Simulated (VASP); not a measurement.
A run of VASP 6.6.1 is set up as follows.

File INCAR:

```
SYSTEM = Ca2SeI2
ALGO = Normal ; EDIFF = 1E-6
ENCUT = 520 ; GGA = PE
ISIF = 2 ; ISMEAR = 0
LASPH = .True. ; LCHARG = .True.
LELF = .True. ; LREAL = .False.
LVHAR = .True. ; LWAVE = .False.
NBANDS = 28 ; NELM = 100
PREC = Accurate ; SIGMA = 0.1
```

KPOINTS

```
k-points
0
Gamma
  12 12 4
  0 0 0
```

POSCAR

```
Ca2SeI2
1.0
    5.4792570295      0.0000000000      0.0000000000
   -2.7396285148      4.7451757815      0.0000000000
    0.0000000000      0.0000000000      9.3016569382
Ca Se I
2 1 2
Direct
    0.3333333333      0.6666666667      0.0000000000
    0.6666666667      0.3333333333      0.0000000000
    0.0000000000      0.0000000000      0.0000000000
    0.0000000000      0.0000000000      0.6725572508
    0.0000000000      0.0000000000      0.3274427492
```

Potentials or basis: VASP PAW PBE potentials, release 64 (Ca_sv, Se, I).

Command:

```sh
$ cat potpaw_PBE.64/Ca_sv/POTCAR potpaw_PBE.64/Se/POTCAR potpaw_PBE.64/I/POTCAR > POTCAR
$ mpirun -np 1 vasp_std > vasp.out
```

What does it give for the largest force?

0.005 eV/Å.

Estimate the pressure.

0.0 GPa.

Forces on the atoms (eV/Å):
```
Ca   0.000  0.000  0.000
Ca   0.000  0.000  0.000
Se   0.000  0.000  0.000
I    0.000  0.000 -0.005
I    0.000  0.000  0.005
```
